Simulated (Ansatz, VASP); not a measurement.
**AlN in VASP and in Ansatz**

```
Al N
1.0
     3.37947    0.00000    0.00000
    -1.68974    2.92671    0.00000
     0.00000    0.00000    4.26833
Al N
2 2
Direct
  0.33333 0.66667 0.25000
  0.66667 0.33333 0.75000
  0.66667 0.33333 0.25000
  0.33333 0.66667 0.75000
```

Alike in both runs: task single point; functional PBE; k mesh 9 × 9 × 6; no spin polarisation.

|  | VASP | Ansatz |
| --- | --- | --- |
| version | VASP 6.6.1 | Ansatz 0.2.0 |
| potentials or method | VASP PAW PBE potentials, release 64 (Al, N) | plane waves, PAW |
| plane-wave cutoff (eV) | 520 | 420 |
| occupations | gaussian, width 0.01 eV | fixed |
| valence electrons in the cell | 16 | 16 |

Ansatz gave:

| Item | Value |
| --- | --- |
| gap on the k mesh at the Fermi level (eV) | 2.82 |
| pressure (GPa) | -10.7 |
| traceless stress, the component that is largest in VASP (GPa) | 1.44 |

Problem. Which values does VASP return?

Solution. gap on the k mesh at the Fermi level (eV): 2.82; pressure (GPa): -11.0; traceless stress, the component that is largest in VASP (GPa): 1.57.
